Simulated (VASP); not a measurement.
## GaP: single point with r2SCAN+D3(BJ)

**The experiment to reproduce.**

“Stacking defects in GaP nanowires: Electronic structure and optical properties”, 2018, arxiv:1810.01194 quotes, for a bulk crystal of GaP at 10 K: band gap 2.34 eV (indirect).

GaP:

```
CELL_PARAMETERS angstrom
0.00000 2.72525 2.72525
2.72525 0.00000 2.72525
2.72525 2.72525 0.00000
ATOMIC_POSITIONS crystal
Ga 0.00000 0.00000 0.00000
P 0.75000 0.75000 0.75000
```

- Program: VASP 6.6.1
- Task: single point
- Functional: r2SCAN
- Dispersion: D3(BJ)
- Potentials or basis: VASP PAW PBE potentials, release 64 (Ga_d, P)
- Cutoff: 520 eV
- k mesh: 8 × 8 × 8
- Occupations: gaussian, width 0.05 eV
- Spin: no spin polarisation

- Pressure: -1.2 GPa
- Band gap on the k mesh: 1.90 eV, indirect (least direct gap 2.34 eV)
- Dispersion energy per atom: -0.149 eV

Levels at points of the mesh, in eV from the valence-band top:
```csv
k point,band 5,band 6,band 7,band 8,band 9,band 10,band 11,band 12,band 13,band 14
"(0.00, 0.00, 0.00)",-14.88,-13.02,0.00,0.00,0.00,2.34,4.19,4.19,4.19,9.46
"(0.50, 0.00, 0.00)",-14.87,-10.86,-6.84,-1.17,-1.17,2.04,5.06,5.06,8.83,11.64
"(0.50, 0.50, 0.00)",-14.85,-9.93,-6.96,-2.80,-2.80,1.91,2.10,11.35,11.35,12.01
```

It took 2.4 min on 1 thread of AMD EPYC 7R13 (shared host), peak memory 0.16 GiB.

Against the measured gap of GaP, 2.34 eV (indirect; 10 K; quoted in “Stacking defects in GaP nanowires: Electronic structure and optical properties”, 2018, arxiv:1810.01194), the calculated 1.90 eV is off by -0.44 eV. Spin-orbit coupling on Ga is left out. The value is that of r2SCAN+D3(BJ) on a finite k mesh, which can miss the band edges, without temperature or zero-point motion.

Caveat: three body term missing; the PAW data sets were made with another functional, which shifts forces and pressure a little.
